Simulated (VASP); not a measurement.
Here is a VASP 6.6.1 calculation.

Contents of INCAR:

```
SYSTEM = Be24Cl
ALGO = Normal ; DIPOL = 0.5 0.5 0.321
EDIFF = 1E-6 ; ENCUT = 520
GGA = CA ; IDIPOL = 3
ISIF = 2 ; ISMEAR = 0
LASPH = .TRUE. ; LCHARG = .FALSE.
LDIPOL = .TRUE. ; LREAL = Auto
LWAVE = .FALSE. ; NBANDS = 46
NELM = 100 ; PREC = Accurate
SIGMA = 0.1
```

File KPOINTS:

```
k-points
0
G
  6 4 1
  0 0 0
```

POSCAR

```
Be24Cl
1.0
    4.4524297778      0.0000000000      0.0000000000
    0.0000000000      7.0331519559      0.0000000000
    0.0000000000      0.0000000000     19.7998741415
Be Cl
24 1
Direct
    0.0000000000      0.3750000000      0.2020214862
    0.0000000000      0.8750000000      0.2020214862
    0.5000000000      0.3750000000      0.2020214862
    0.5000000000      0.8750000000      0.2020214862
    0.2500000000      0.1250000000      0.2344789088
    0.2500000000      0.6250000000      0.2344789088
    0.7500000000      0.1250000000      0.2344789088
    0.7500000000      0.6250000000      0.2344789088
    0.2500000000      0.3750000000      0.2993937541
    0.2500000000      0.8750000000      0.2993937541
    0.7500000000      0.3750000000      0.2993937541
    0.7500000000      0.8750000000      0.2993937541
    0.0000000000      0.1250000000      0.3261495625
    0.0000000000      0.6250000000      0.3261495625
    0.5000000000      0.1250000000      0.3261495625
    0.5000000000      0.6250000000      0.3261495625
    0.0000000000      0.3750000000      0.3969669015
    0.0000000000      0.8750000000      0.3969669015
    0.5000000000      0.3750000000      0.3969669015
    0.5000000000      0.8750000000      0.3969669015
    0.2500000000      0.1250000000      0.4191882273
    0.2500000000      0.6250000000      0.4191882273
    0.7500000000      0.1250000000      0.4191882273
    0.7500000000      0.6250000000      0.4191882273
    0.3333333333      0.3750000000      0.5000260053
```

Potentials or basis: VASP PAW LDA potentials, release 64 (Be, Cl).

Run with:

```console
$ cat potpaw_LDA.64/Be/POTCAR potpaw_LDA.64/Cl/POTCAR > POTCAR
$ mpirun -np 1 vasp_std > vasp.out
```

**Question.** Predict the largest force.

**Answer.** 0.917 eV/Å.

**Question.** Estimate the band gap on the k mesh.

**Answer.** Zero (an odd number of electrons rules out a gap without spin polarisation).

Forces on the atoms (eV/Å):
```
Be   0.074  0.000  0.525
Be  -0.158  0.000  0.578
Be  -0.067  0.000  0.556
Be   0.148  0.000  0.484
Be  -0.013  0.089 -0.585
Be  -0.013 -0.089 -0.585
Be  -0.004 -0.070 -0.776
Be  -0.004  0.070 -0.776
Be  -0.117  0.000  0.279
Be  -0.008  0.000  0.102
Be   0.098  0.000 -0.282
Be   0.053  0.000  0.315
Be   0.068  0.075  0.046
Be   0.068 -0.075  0.046
Be  -0.013  0.064  0.285
Be  -0.013 -0.064  0.285
Be  -0.758  0.000 -0.516
Be  -0.056  0.000  0.096
Be   0.672  0.000  0.080
Be  -0.002  0.000  0.056
Be  -0.030 -0.358  0.280
Be  -0.030  0.358  0.280
Be   0.222 -0.175 -0.386
Be   0.222  0.175 -0.386
Cl  -0.340  0.000 -0.002
```
